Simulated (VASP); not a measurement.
# HfN (Fm-3m) in VASP: further runs, part 2 of 2

VASP 6.6.1. The steps go on from the part before.

## (3) Single point, PBEsol

This run uses another cell than the first one, of 11.33 Å³/atom, 1.017 times its volume.

Contents of INCAR:

```
ALGO = Normal ; EDIFF = 1E-6
ENCUT = 520 ; GGA = PS
ISIF = 2 ; ISMEAR = -1
LASPH = True ; LCHARG = True
LELF = True ; LREAL = False
LVHAR = True ; LWAVE = False
NBANDS = 14 ; NELM = 100
PREC = Accurate ; SIGMA = 0.05
```

Contents of KPOINTS:

```
k-points
0
Gamma
  18 18 18
```

Contents of POSCAR:

```
HfN
1.0
    0.0000000000      2.2457019619      2.2457019619
    2.2457019619      0.0000000000      2.2457019619
    2.2457019619      2.2457019619      0.0000000000
Hf N
1 1
Direct
    0.0000000000      0.0000000000      0.0000000000
    0.5000000000      0.5000000000      0.5000000000
```

Potentials or basis: VASP PAW PBE potentials, release 64 (Hf_pv, N).

Run with:

```
> cat potpaw_PBE.64/Hf_pv/POTCAR potpaw_PBE.64/N/POTCAR > POTCAR
> mpirun -np 1 vasp_std > vasp.out
```

Run time: 64 s. Hardware: 1 thread of Intel Xeon Platinum 8259CL at 2.50GHz (Skylake/Cascade Lake), shared host; peak memory 0.19 GiB.

The run converged. Its results:

```
Free energy : -22.9949 eV
Pressure    : -0.2 GPa
```

Levels at points of the mesh, in eV from the Fermi level:
| k point | band 5 | band 6 | band 7 | band 8 | band 9 | band 10 | band 11 | band 12 |
| --- | --- | --- | --- | --- | --- | --- | --- | --- |
| (0.00, 0.00, 0.00) | -2.99 | -2.99 | -2.99 | -0.37 | -0.37 | -0.37 | 2.00 | 2.00 |
| (0.50, 0.00, 0.00) | -8.99 | -6.25 | -6.25 | 3.39 | 3.82 | 3.82 | 4.51 | 9.10 |
| (0.50, 0.50, 0.00) | -5.37 | -3.91 | -3.65 | -3.65 | 4.20 | 5.70 | 5.70 | 5.84 |

Caveat: the PAW data sets were made with another functional, which shifts forces and pressure a little; spin-orbit coupling is left out, which moves the levels of the heavy elements.

## (4) Single point, PBEsol

This run uses another cell than the first one, of 11.25 Å³/atom, 1.010 times its volume.

Contents of INCAR:

```
SYSTEM = HfN
PREC = Accurate
ENCUT = 520
EDIFF = 1E-6
ISMEAR = -1
SIGMA = 0.05
LREAL = .FALSE.
LASPH = .TRUE.
NELM = 100
ALGO = Normal
ISIF = 2
LWAVE = .FALSE.
LCHARG = .FALSE.
GGA = PS
NBANDS = 14
```

Contents of KPOINTS:

```
regular mesh
0
G
  18 18 18
  0 0 0
```

Contents of POSCAR:

```
HfN
1.0
    0.0000000000      2.2405689602      2.2405689602
    2.2405689602      0.0000000000      2.2405689602
    2.2405689602      2.2405689602      0.0000000000
Hf N
1 1
Direct
    0.0000000000      0.0000000000      0.0000000000
    0.5000000000      0.5000000000      0.5000000000
```

Run with:

```
> cat potpaw_PBE.64/Hf_pv/POTCAR potpaw_PBE.64/N/POTCAR > POTCAR
> mpirun -np 1 vasp_std > vasp.out
```

It took 55 s on 1 thread of Intel Xeon Platinum 8259CL at 2.50GHz (Skylake/Cascade Lake), shared host; peak memory 0.19 GiB.

It converged, with:

```yaml
Free_energy: -22.9940 eV
Pressure: 1.8 GPa
```

Levels at points of the mesh, in eV from the Fermi level:
```tsv
k point	band 6	band 7	band 8	band 9	band 10	band 11
(0.00, 0.00, 0.00)	-3.00	-3.00	-0.37	-0.37	-0.37	2.02
(0.50, 0.00, 0.00)	-6.29	-6.29	3.42	3.85	3.85	4.55
(0.50, 0.50, 0.00)	-3.94	-3.65	-3.65	4.24	5.76	5.76
```

Caveat: the PAW data sets were made with another functional, which shifts forces and pressure a little; spin-orbit coupling is left out, which moves the levels of the heavy elements.

## (5) Single point, PBEsol

This run uses another cell than the first one, of 11.40 Å³/atom, 1.024 times its volume.

Contents of INCAR:

```
SYSTEM = HfN
  PREC = Accurate
  ENCUT = 520
  EDIFF = 1E-6
  ISMEAR = -1
  SIGMA = 0.05
  LREAL = .FALSE.
  LASPH = .TRUE.
  NELM = 60
  ALGO = Normal
  ISIF = 2
  LWAVE = .FALSE.
  LCHARG = .FALSE.
  GGA = PS
  NBANDS = 14
```

Contents of KPOINTS:

```
Automatic mesh
0
G
  18 18 18
  0 0 0
```

Contents of POSCAR:

```
HfN
1.0
    0.0000000000      2.2509011588      2.2509011588
    2.2509011588      0.0000000000      2.2509011588
    2.2509011588      2.2509011588      0.0000000000
Hf N
1 1
Direct
    0.0000000000      0.0000000000      0.0000000000
    0.5000000000      0.5000000000      0.5000000000
```

Potentials or basis: VASP PAW PBE potentials, release 64 (Hf_pv, N).

Run with:

```
> cat potpaw_PBE.64/Hf_pv/POTCAR potpaw_PBE.64/N/POTCAR > POTCAR
> mpirun -np 1 vasp_std > vasp.out
```

OUTCAR:

```text
SYSTEM = HfN
   PREC = Accurate
   ENCUT = 520
   EDIFF = 1E-6
   ISMEAR = -1
   LREAL = .FALSE.
   LASPH = .TRUE.
   NELM = 60
   ISIF = 2
   GGA = PS

 ion  position               nearest neighbor table
   1  0.000  0.000  0.000-   2 2.25   2 2.25   2 2.25   2 2.25   2 2.25   2 2.25
   2  0.500  0.500  0.500-   1 2.25   1 2.25   1 2.25   1 2.25   1 2.25   1 2.25

  LATTYP: Found a face centered cubic cell.
 ALAT       =     4.5018023176

  Lattice vectors:

[... 592 lines left out ...]
 [... further k-points ...]

------------------------ aborting loop because EDIFF is reached ----------------------------------------

  FORCE on cell =-STRESS in cart. coord.  units (eV):
  Direction    XX          YY          ZZ          XY          YZ          ZX
  --------------------------------------------------------------------------------------
  -------------------------------------------------------------------------------------
  Total       -0.3153239     -0.3153239     -0.3153239      0.0000000      0.0000000      0.0000000
  in kB      -22.1497160    -22.1497160    -22.1497160      0.0000000      0.0000000      0.0000000
  external PRESSURE =     -22.1497160 kB  Pullay stress =       0.0000000 kB

 VOLUME and BASIS-vectors are now :
 -----------------------------------------------------------------------------
  energy-cutoff  :      520.00
  volume of cell :       22.81
      direct lattice vectors                 reciprocal lattice vectors
     0.000000000  2.250901159  2.250901159    -0.222133255  0.222133255  0.222133255
     2.250901159  0.000000000  2.250901159     0.222133255 -0.222133255  0.222133255
     2.250901159  2.250901159  0.000000000     0.222133255  0.222133255 -0.222133255

 POSITION                                       TOTAL-FORCE (eV/Angst)
 -----------------------------------------------------------------------------------
      0.00000      0.00000      0.00000         0.000000      0.000000      0.000000
      2.25090      2.25090      2.25090        -0.000000     -0.000000     -0.000000
 -----------------------------------------------------------------------------------
    total drift:                                0.000000     -0.000000     -0.000000

  FREE ENERGIE OF THE ION-ELECTRON SYSTEM (eV)
  ---------------------------------------------------
  free  energy   TOTEN  =       -22.9938153349 eV

  energy  without entropy=      -22.9886008925  energy(sigma->0) =      -22.99120811
```

Wall time 59 s (1 thread of Intel Xeon Platinum 8259CL at 2.50GHz (Skylake/Cascade Lake), shared host); peak memory 0.19 GiB.

Results:

```
Free energy : -22.9938 eV
Pressure    : -2.2 GPa
```

Caveat: the PAW data sets were made with another functional, which shifts forces and pressure a little; spin-orbit coupling is left out, which moves the levels of the heavy elements.

## (6) Single point, PBEsol

This run uses another cell than the first one, of 11.36 Å³/atom, 1.020 times its volume.

Contents of INCAR:

```
ALGO = Normal ; EDIFF = 1E-7
ENCUT = 520 ; GGA = PS
ISIF = 2 ; ISMEAR = -1
LASPH = T ; LCHARG = F
LREAL = F ; LWAVE = F
NBANDS = 14 ; NELM = 60
PREC = Accurate ; SIGMA = 0.05
```

Contents of KPOINTS:

```
k-points
0
Gamma
  18 18 18
```

Contents of POSCAR:

```
HfN
1.0
    0.0000000000      2.2482255275      2.2482255275
    2.2482255275      0.0000000000      2.2482255275
    2.2482255275      2.2482255275      0.0000000000
Hf N
1 1
Direct
    0.0000000000      0.0000000000      0.0000000000
    0.5000000000      0.5000000000      0.5000000000
```

Potentials or basis: VASP PAW PBE potentials, release 64 (Hf_pv, N).

Run with:

```
> cat potpaw_PBE.64/Hf_pv/POTCAR potpaw_PBE.64/N/POTCAR > POTCAR
> mpirun -np 1 vasp_std > vasp.out
```

Run time: 59 s. Hardware: 1 thread of Intel Xeon Platinum 8259CL at 2.50GHz (Skylake/Cascade Lake), shared host; peak memory 0.18 GiB.

It converged, with:

```
Free energy : -22.9946 eV
Pressure    : -1.2 GPa
```

Levels at points of the mesh, in eV from the Fermi level:
| k point | band 5 | band 6 | band 7 | band 8 | band 9 | band 10 | band 11 | band 12 |
| --- | --- | --- | --- | --- | --- | --- | --- | --- |
| (0.00, 0.00, 0.00) | -2.99 | -2.99 | -2.99 | -0.37 | -0.37 | -0.37 | 1.96 | 1.99 |
| (0.50, 0.00, 0.00) | -8.97 | -6.23 | -6.23 | 3.38 | 3.80 | 3.80 | 4.50 | 9.06 |
| (0.50, 0.50, 0.00) | -5.37 | -3.89 | -3.65 | -3.65 | 4.18 | 5.67 | 5.67 | 5.80 |

Caveat: the PAW data sets were made with another functional, which shifts forces and pressure a little; spin-orbit coupling is left out, which moves the levels of the heavy elements.

## (7) The runs side by side

| cell | gap on the mesh (eV) | pressure (GPa) |
| --- | --- | --- |
| a = 3.158 Å, angles 60.0°, 2 atoms | none | 4.8 |
| a = 3.176 Å, angles 60.0°, 2 atoms | none | -0.2 |
| a = 3.169 Å, angles 60.0°, 2 atoms | none | 1.8 |
| a = 3.183 Å, angles 60.0°, 2 atoms | none | -2.2 |
| a = 3.179 Å, angles 60.0°, 2 atoms | none | -1.2 |

Alike in all rows: task single point; level PBEsol; potentials or basis VASP PAW PBE potentials, release 64 (Hf_pv, N); no spin polarisation; k mesh 18 × 18 × 18; cutoff (eV) 520; smearing fermi-dirac 0.05 eV.

Caveats: the PAW data sets were made with another functional, which shifts forces and pressure a little; spin-orbit coupling is left out, which moves the levels of the heavy elements.

Total energies depend on the potentials used, so only differences within one code and one set of settings carry meaning.
